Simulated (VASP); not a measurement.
Runs of VASP 6.6.1 on Rh. The structure is that of space group Im-3m (No. 229), or close to it. The cells are those of the table. 

| task | cell | k mesh | cutoff (eV) | gap on the mesh (eV) | pressure (GPa) |
| --- | --- | --- | --- | --- | --- |
| single point | a = 2.726 Å, angles 109.5°, 1 atom | 16 × 16 × 16 | 520 | none | -22.6 |
| single point | a = 2.589 Å, angles 109.5°, 1 atom | 16 × 16 × 16 | 520 | none | 12.0 |
| relaxation of cell and atoms | relaxed from a = 2.614 Å, angles 109.5°, 1 atom | 15 × 15 × 15 | 600 | none | 0.0 |
| single point | a = 2.693 Å, angles 109.5°, 1 atom | 16 × 16 × 16 | 520 | none | (a) |
| single point | a = 2.659 Å, angles 109.5°, 1 atom | 16 × 16 × 16 | 520 | none | -9.5 |

Alike in all rows: level PBEsol; potentials or basis VASP PAW PBE potentials, release 64 (Rh_pv); no spin polarisation; smearing fermi-dirac 0.1 eV.

Estimate the missing entries.

(a) -16.9.

Caveats: the PAW data sets were made with another functional, which shifts forces and pressure a little.

A k mesh can miss the band edges, and the runs leave out spin-orbit coupling on Rh.

A gap of «none» marks levels without a gap at the run's occupations.
